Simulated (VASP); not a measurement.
# Pb (Fm-3m) in VASP: a series of runs

Aim: see how the results for Pb move with the level of theory and the settings. Levels: r2SCAN, RPBE. Tasks: single point.

Program: VASP 6.6.1. These are calculated values, not measurements. Logs are shortened: lines on timing, memory, paths and dates and some standing lists are left out, and cuts for length are marked.

## Step 1: The cell of the first run

The structure is cubic, space group Fm-3m (No. 225). The conventional cell has a = 4.955 Å, b = 4.955 Å, c = 4.955 Å, α = 90.00°, β = 90.00°, γ = 90.00°. Pb (site symmetry m-3m) has 12 Pb at 3.50 Å within 4.6 Å.

## Step 2: Single point, r2SCAN

File POSCAR:

```
Pb
1.0
    0.0000000000      2.4774478200      2.4774478200
    2.4774478200      0.0000000000      2.4774478200
    2.4774478200      2.4774478200      0.0000000000
Pb
1
Direct
    0.0000000000      0.0000000000      0.0000000000
```

File INCAR.step1:

```
PREC     = Accurate       # precision mode
ENCUT    = 520            # plane-wave cutoff, eV
ISMEAR   = -1             # smearing method
SIGMA    = 0.1            # smearing width, eV
LREAL    = F              # projectors in reciprocal space
LASPH    = T              # aspherical terms in the spheres
NELM     = 100            # most SCF steps
NBANDS   = 13             # bands
GGA      = PE             # functional
ALGO     = Normal         # electronic algorithm
EDIFF    = 1E-4           # SCF threshold, eV
LWAVE    = T              # write WAVECAR
LCHARG   = F              # write CHGCAR
```

File INCAR.step2:

```
PREC     = Accurate       # precision mode
ENCUT    = 520            # plane-wave cutoff, eV
EDIFF    = 1E-6           # SCF threshold, eV
ISMEAR   = -1             # smearing method
SIGMA    = 0.1            # smearing width, eV
LREAL    = F              # projectors in reciprocal space
LASPH    = T              # aspherical terms in the spheres
NELM     = 100            # most SCF steps
ALGO     = Normal         # electronic algorithm
ISIF     = 2              # what is computed and relaxed
LWAVE    = F              # write WAVECAR
LCHARG   = F              # write CHGCAR
METAGGA  = R2SCAN         # meta-GGA
LMIXTAU  = T            
NBANDS   = 13             # bands
ISTART   = 1
```

File KPOINTS:

```
Automatic mesh
0
Gamma
  6 6 6
```

Potentials or basis: VASP PAW PBE potentials, release 64 (Pb_d).

Started as:

```console
$ cat potpaw_PBE.64/Pb_d/POTCAR > POTCAR
$ cp INCAR.step1 INCAR
$ mpirun -np 1 vasp_std > vasp.out
$ cp INCAR.step2 INCAR
$ mpirun -np 1 vasp_std > vasp.out
```

OUTCAR:

```text
PREC = Accurate
   ENCUT = 520
   EDIFF = 1E-6
   ISMEAR = -1
   LREAL = F
   LASPH = T
   NELM = 100
   ISIF = 2
   METAGGA = R2SCAN
   ISTART = 1

 ion  position               nearest neighbor table
   1  0.000  0.000  0.000-

  LATTYP: Found a face centered cubic cell.
 ALAT       =     4.9548956400

  Lattice vectors:

 A1 = (   0.0000000000,   2.4774478200,   2.4774478200)
 A2 = (   2.4774478200,   0.0000000000,   2.4774478200)
 A3 = (   2.4774478200,   2.4774478200,   0.0000000000)

Analysis of symmetry for initial positions (statically):
=====================================================================
 Subroutine PRICEL returns:
 Original cell was already a primitive cell.

 Routine SETGRP: Setting up the symmetry group for a
 face centered cubic supercell.

 Subroutine GETGRP returns: Found 48 space group operations
 (whereof 48 operations were pure point group operations)
 out of a pool of 48 trial point group operations.

The static configuration has the point symmetry O_h .

Analysis of symmetry for dynamics (positions and initial velocities):
=====================================================================
 Subroutine PRICEL returns:
 Original cell was already a primitive cell.

 Routine SETGRP: Setting up the symmetry group for a
 face centered cubic supercell.

 Subroutine GETGRP returns: Found 48 space group operations
 (whereof 48 operations were pure point group operations)
 out of a pool of 48 trial point group operations.

The dynamic configuration has the point symmetry O_h .

 Subroutine INISYM returns: Found 48 space group operations
 (whereof 48 operations are pure point group operations),
 and found     1 'primitive' translations

----------------------------------------------------------------------------------------

                                     Primitive cell

  volume of cell :      30.4119

  direct lattice vectors                    reciprocal lattice vectors
     0.000000000  2.477447820  2.477447820    -0.201820598  0.201820598  0.201820598
     2.477447820  0.000000000  2.477447820     0.201820598 -0.201820598  0.201820598
     2.477447820  2.477447820  0.000000000     0.201820598  0.201820598 -0.201820598

  length of vectors
     3.503640307  3.503640307  3.503640307     0.349563529  0.349563529  0.349563529

  position of ions in fractional coordinates (direct lattice)
     0.000000000  0.000000000  0.000000000

  ion indices of the primitive-cell ions
   primitive index   ion index
                 1           1

----------------------------------------------------------------------------------------

 KPOINTS: Automatic mesh

Automatic generation of k-mesh.
 Grid dimensions read from file:
 generate k-points for:    6    6    6

 Generating k-lattice:

  Cartesian coordinates                     Fractional coordinates (reciprocal lattice)
    -0.033636766  0.033636766  0.033636766     0.166666667  0.000000000  0.000000000
     0.033636766 -0.033636766  0.033636766     0.000000000  0.166666667  0.000000000
     0.033636766  0.033636766 -0.033636766     0.000000000  0.000000000  0.166666667

  Length of vectors
     0.058260588  0.058260588  0.058260588

  Shift w.r.t. Gamma in fractional coordinates (k-lattice)
     0.000000000  0.000000000  0.000000000

 Subroutine IBZKPT returns following result:
 ===========================================

 Found     16 irreducible k-points:

 Following reciprocal coordinates:
            Coordinates               Weight
  0.000000  0.000000  0.000000      1.000000
  0.166667  0.000000  0.000000      8.000000
  0.333333  0.000000  0.000000      8.000000
  0.500000  0.000000  0.000000      4.000000
  0.166667  0.166667  0.000000      6.000000
  0.333333  0.166667  0.000000     24.000000
[... 8 lines left out ...]
 -0.333333  0.333333  0.166667     24.000000
 -0.333333  0.500000  0.166667     12.000000
   k-points           NKPTS =     16   k-points in BZ     NKDIM =     16   number of bands    NBANDS=     13
   number of dos      NEDOS =    301   number of ions     NIONS =      1
   total plane-waves  NPLWV =  21952
   dimension x,y,z NGX =    28 NGY =   28 NGZ =   28
   dimension x,y,z NGXF=    56 NGYF=   56 NGZF=   56
   ions per type =               1
   NGX,Y,Z   is equivalent  to a cutoff of  13.29, 13.29, 13.29 a.u.
   NGXF,Y,Z  is equivalent  to a cutoff of  26.57, 26.57, 26.57 a.u.
 SYSTEM =  unknown system
   PREC   = accura    normal or accurate (medium, high low for compatibility)
   ISTART =      1    job   : 0-new  1-cont  2-samecut
   ICHARG =      0    charge: 1-file 2-atom 10-const
   ISPIN  =      1    spin polarized calculation?
   LNONCOLLINEAR =      F non collinear calculations
   LSORBIT =      F    spin-orbit coupling
   LASPH  =      T    aspherical Exc in radial PAW
   ENCUT  =  520.0 eV  38.22 Ry    6.18 a.u.   6.51  6.51  6.51*2*pi/ulx,y,z
   NELM   =    100;   NELMIN=  2; NELMDL=  0     # of ELM steps
   EDIFF  = 0.1E-05   stopping-criterion for ELM
   LREAL  =      F    real-space projection
   EDIFFG = 0.1E-04   stopping-criterion for IOM
   NSW    =      0    number of steps for IOM
   IBRION =     -1    ionic relax: 0-MD 1-quasi-New 2-CG
   NFREE  =      0    steps in history (QN), initial steepest desc. (CG)
   ISIF   =      2    stress and relaxation
   ISYM   =      2    0-nonsym 1-usesym 2-fastsym
   POTIM  = 0.5000    time-step for ionic-motion
   TEBEG  =    0.0;   TEEND  =   0.0 temperature during run
   PSTRESS=    0.0 pullay stress
   NELECT =      14.0000    total number of electrons
   NUPDOWN=      -1.0000    fix difference up-down
   EMIN   =  10.00;   EMAX   =-10.00  energy-range for DOS
   EFERMI =   0.00;   METHOD = LEGACY
   ISMEAR =    -1;   SIGMA  =   0.10  broadening in eV -4-tet -1-fermi 0-gaus
   EFERMI_NEDOS =   21; number of points for ismear=-14 and -15
   IALGO  =     38    algorithm
   IMIX   =      4    mixing-type and parameters
     AMIX     =   0.40;   BMIX     =  1.00
     AMIX_MAG =   1.60;   BMIX_MAG =  1.00
  volume/ion in A,a.u.               =      30.41       205.23
  Fermi-wavevector in a.u.,A,eV,Ry     =   1.264066  2.388738 21.740235  1.597862
  Thomas-Fermi vector in A             =   2.397390
   LORBIT       =      0    0 simple, 1 ext, 2 COOP (PROOUT), +10 PAW based schemes
   METAGGA = R2SCAN    functional components
   LHFCALC =     F    Hartree Fock is set to
   AEXX    =    0.0000 exact exchange contribution
   IVDW    =     0    specifies the selected vdW correction
   LEPSILON=     F    determine dielectric tensor
   LRPA    =     F    only Hartree local field effects (RPA)
 non-spin polarized calculation
  energy-cutoff  :      520.00
  volume of cell :       30.41
 maximum number of plane-waves:       869
 NGX is ok and might be reduce to    28
   NGX = 13   NGY = 13   NGZ = 13

 number of electron      13.9999999 magnetization

 Free energy of the ion-electron system (eV)
  ---------------------------------------------------
  ext. energy  EPLUGINS =         0.00000000
  ---------------------------------------------------
  free energy    TOTEN  =       -56.19450079 eV

  energy without entropy =      -56.16247094  energy(sigma->0) =      -56.17848587

 E-fermi :   7.3604     XC(G=0): -10.8943

 val. band max:        7.1826561516   @ k =  -0.3333   0.3333   0.1667
 cond. band min:       7.4466741083   @ k =   0.3333   0.1667   0.0000
 fundamental gap:      0.2640179567
 Fermi energy:         7.3603955803

 k-point     1 :       0.0000    0.0000    0.0000
  band No.  band energies     occupation
      1     -10.5046      2.00000
      2     -10.5046      2.00000
      3     -10.5046      2.00000
      4     -10.3609      2.00000
      5     -10.3609      2.00000
      6      -5.0730      2.00000
      7      14.9117      0.00000
      8      14.9117      0.00000
      9      14.9117      0.00000
     10      17.5856      0.00000
     11      19.4673      0.00000
     12      20.2813      0.00000
     13      20.2813      0.00000

 k-point     2 :       0.1667    0.0000    0.0000
  band No.  band energies     occupation
      1     -10.5075      2.00000
      2     -10.4737      2.00000
      3     -10.4737      2.00000
      4     -10.3542      2.00000
      5     -10.3542      2.00000
      6      -4.5125      2.00000
      7      10.6886      0.00000
      8      14.3145      0.00000
      9      14.3145      0.00000
     10      16.9514      0.00000
     11      20.6385      0.00000
     12      21.0150      0.00000
     13      21.0151      0.00000

 k-point     3 :       0.3333    0.0000    0.0000
  band No.  band energies     occupation
      1     -10.5247      2.00000
      2     -10.4786      2.00000
      3     -10.4786      2.00000
      4     -10.2718      2.00000
      5     -10.2718      2.00000
      6      -2.8821      2.00000
      7       5.6374      2.00000
      8      13.3831      0.00000
      9      13.3831      0.00000
     10      16.7277      0.00000
     11      18.4645      0.00000
     12      19.5343      0.00000
     13      19.5343      0.00000
[... 177 lines left out ...]
 k-point    15 :      -0.3333    0.3333    0.1667
  band No.  band energies     occupation
      1     -10.5102      2.00000
      2     -10.4671      2.00000
      3     -10.3693      2.00000
      4     -10.3296      2.00000
      5     -10.2125      2.00000
      6      -0.2417      2.00000
      7       4.4829      2.00000
      8       7.1827      1.71075
      9       9.3643      0.00000
     10      17.1808      0.00000
     11      19.1612      0.00000
     12      22.2115      0.00000
     13      22.2135      0.00000

 k-point    16 :      -0.3333    0.5000    0.1667
  band No.  band energies     occupation
      1     -10.5638      2.00000
      2     -10.5216      2.00000
      3     -10.3131      2.00000
      4     -10.2843      2.00000
      5     -10.1768      2.00000
      6       0.3016      2.00000
      7       4.6616      2.00000
      8       7.1039      1.85718
      9       7.9062      0.00849
     10      16.5913      0.00000
     11      17.3987      0.00000
     12      22.8241      0.00000
     13      23.2444      0.00000

------------------------ aborting loop because EDIFF is reached ----------------------------------------

  FORCE on cell =-STRESS in cart. coord.  units (eV):
  Direction    XX          YY          ZZ          XY          YZ          ZX
  --------------------------------------------------------------------------------------
  -------------------------------------------------------------------------------------
  Total        0.4100203      0.4100203      0.4100203     -0.0000000      0.0000000      0.0000000
  in kB       21.6009270     21.6009270     21.6009270     -0.0000000      0.0000000      0.0000000
  external PRESSURE =      21.6009270 kB  Pullay stress =       0.0000000 kB

 VOLUME and BASIS-vectors are now :
 -----------------------------------------------------------------------------
  energy-cutoff  :      520.00
  volume of cell :       30.41
      direct lattice vectors                 reciprocal lattice vectors
     0.000000000  2.477447820  2.477447820    -0.201820598  0.201820598  0.201820598
     2.477447820  0.000000000  2.477447820     0.201820598 -0.201820598  0.201820598
     2.477447820  2.477447820  0.000000000     0.201820598  0.201820598 -0.201820598

 POSITION                                       TOTAL-FORCE (eV/Angst)
 -----------------------------------------------------------------------------------
      0.00000      0.00000      0.00000         0.000000      0.000000      0.000000
 -----------------------------------------------------------------------------------
    total drift:                               -0.000000     -0.000000     -0.000000

  FREE ENERGIE OF THE ION-ELECTRON SYSTEM (eV)
  ---------------------------------------------------
  free  energy   TOTEN  =       -56.1945007908 eV

  energy  without entropy=      -56.1624709401  energy(sigma->0) =      -56.17848587
```

Wall time 25 s (1 thread of Intel Xeon 6975P-C (Granite Rapids), shared host); peak memory 0.16 GiB.

Results:

* Free energy: -56.1945 eV
* Pressure: 2.2 GPa
* Band gap on the k mesh: zero (band 7 reaches 14.91 eV, above the bottom of band 8 at 5.56 eV)

Levels at points of the mesh, in eV from the Fermi level:
| k point | band 5 | band 6 | band 7 | band 8 | band 9 | band 10 |
| --- | --- | --- | --- | --- | --- | --- |
| (0.00, 0.00, 0.00) | -17.72 | -12.43 | 7.55 | 7.55 | 7.55 | 10.23 |
| (0.50, 0.00, 0.00) | -17.58 | -8.63 | -4.52 | 5.62 | 5.62 | 9.79 |
| (0.50, 0.50, 0.00) | -17.54 | -7.13 | -3.62 | 1.96 | 1.96 | 5.77 |

Caveat: the k points lie up to 0.37 Å⁻¹ apart; the PAW data sets were made with another functional, which shifts forces and pressure a little; spin-orbit coupling is left out, which moves the levels of the heavy elements.

## Step 3: Single point, RPBE

File INCAR:

```
PREC     = Accurate       # precision mode
ENCUT    = 500            # plane-wave cutoff, eV
EDIFF    = 1E-6           # SCF threshold, eV
ISMEAR   = -1             # smearing method
SIGMA    = 0.1            # smearing width, eV
LREAL    = F              # projectors in reciprocal space
LASPH    = T              # aspherical terms in the spheres
NELM     = 120            # most SCF steps
ALGO     = Normal         # electronic algorithm
ISIF     = 2              # what is computed and relaxed
LWAVE    = F              # write WAVECAR
LCHARG   = T              # write CHGCAR
GGA      = RP             # functional
LELF     = T              # ELF
LVHAR    = T            
NBANDS   = 13             # bands
GGA_COMPAT= F
```

KPOINTS is that of step 2.

POSCAR is that of step 2.

Potentials or basis: VASP PAW PBE potentials, release 64 (Pb_d).

Started as:

```console
$ cat potpaw_PBE.64/Pb_d/POTCAR > POTCAR
$ mpirun -np 1 vasp_std > vasp.out
```

Run time: 15 s. Hardware: 1 thread of Intel Xeon 8259CL, shared host; peak memory 0.15 GiB.

It converged, with:

| Quantity | Value |
| --- | --- |
| Free energy | -3.0656 eV |
| Pressure | 4.9 GPa |
| Band gap on the k mesh | zero (band 7 reaches 14.81 eV, above the bottom of band 8 at 5.85 eV) |

Levels at points of the mesh, in eV from the Fermi level:
```csv
k point,band 5,band 6,band 7,band 8,band 9,band 10
"(0.00, 0.00, 0.00)",-17.13,-11.87,7.28,7.28,7.28,9.57
"(0.50, 0.00, 0.00)",-17.00,-8.26,-4.34,5.44,5.44,9.07
"(0.50, 0.50, 0.00)",-16.96,-6.85,-3.41,1.91,1.91,5.21
```

Caveat: the k points lie up to 0.37 Å⁻¹ apart; the PAW data sets were made with another functional, which shifts forces and pressure a little; spin-orbit coupling is left out, which moves the levels of the heavy elements.

## Step 4: Single point, r2SCAN

POSCAR is that of step 3.

File INCAR.step1:

```
PREC     = Accurate       # precision mode
ENCUT    = 550            # plane-wave cutoff, eV
ISMEAR   = -1             # smearing method
SIGMA    = 0.025          # smearing width, eV
LREAL    = False          # projectors in reciprocal space
LASPH    = True           # aspherical terms in the spheres
NELM     = 120            # most SCF steps
NBANDS   = 13             # bands
GGA      = PE             # functional
ALGO     = Normal         # electronic algorithm
EDIFF    = 1E-5           # SCF threshold, eV
LWAVE    = True           # write WAVECAR
LCHARG   = False          # write CHGCAR
GGA_COMPAT= False
```

File INCAR.step2:

```
PREC     = Accurate       # precision mode
ENCUT    = 550            # plane-wave cutoff, eV
EDIFF    = 1E-6           # SCF threshold, eV
ISMEAR   = -1             # smearing method
SIGMA    = 0.025          # smearing width, eV
LREAL    = False          # projectors in reciprocal space
LASPH    = True           # aspherical terms in the spheres
NELM     = 120            # most SCF steps
ALGO     = Normal         # electronic algorithm
ISIF     = 2              # what is computed and relaxed
LWAVE    = False          # write WAVECAR
LCHARG   = False          # write CHGCAR
METAGGA  = R2SCAN         # meta-GGA
LMIXTAU  = True         
NBANDS   = 13             # bands
ISTART   = 1            
GGA_COMPAT= False
```

File KPOINTS:

```
regular mesh
0
Gamma
  6 6 6
```

Started as:

```console
$ cat potpaw_PBE.64/Pb_d/POTCAR > POTCAR
$ cp INCAR.step1 INCAR
$ mpirun -np 1 vasp_std > vasp.out
$ cp INCAR.step2 INCAR
$ mpirun -np 1 vasp_std > vasp.out
```

Wall time 55 s (1 thread of Intel Xeon 8259CL, shared host); peak memory 0.16 GiB.

Results (log left out):

```
Free energy            : -56.1803 eV
Pressure               : 2.0 GPa
Band gap on the k mesh : zero (band 7 reaches 14.92 eV, above the bottom of band 8 at 5.55 eV)
```

Levels at points of the mesh, in eV from the Fermi level:
| k point | band 3 | band 4 | band 5 | band 6 | band 7 | band 8 | band 9 | band 10 | band 11 | band 12 |
| --- | --- | --- | --- | --- | --- | --- | --- | --- | --- | --- |
| (0.00, 0.00, 0.00) | -17.90 | -17.76 | -17.76 | -12.47 | 7.52 | 7.52 | 7.52 | 10.18 | 12.07 | 12.88 |
| (0.50, 0.00, 0.00) | -17.90 | -17.62 | -17.62 | -8.67 | -4.56 | 5.59 | 5.59 | 9.76 | 9.81 | 11.59 |
| (0.50, 0.50, 0.00) | -17.63 | -17.58 | -17.58 | -7.17 | -3.66 | 1.93 | 1.93 | 5.74 | 6.78 | 19.08 |

Caveat: the k points lie up to 0.37 Å⁻¹ apart; the PAW data sets were made with another functional, which shifts forces and pressure a little; spin-orbit coupling is left out, which moves the levels of the heavy elements.

## Step 5: The runs side by side

| level | cutoff (eV) | smearing | gap on the mesh (eV) | pressure (GPa) |
| --- | --- | --- | --- | --- |
| r2SCAN | 520 | fermi-dirac 0.1 eV | none | 2.2 |
| RPBE | 500 | fermi-dirac 0.1 eV | none | 4.9 |
| r2SCAN | 550 | fermi-dirac 0.025 eV | none | 2.0 |

Alike in all rows: task single point; potentials or basis VASP PAW PBE potentials, release 64 (Pb_d); no spin polarisation; cell as given; k mesh 6 × 6 × 6.

Caveats: all runs use coarse meshes; the PAW data sets were made with another functional, which shifts forces and pressure a little; spin-orbit coupling is left out, which moves the levels of the heavy elements.

Total energies depend on the potentials used, so only differences within one code and one set of settings carry meaning.
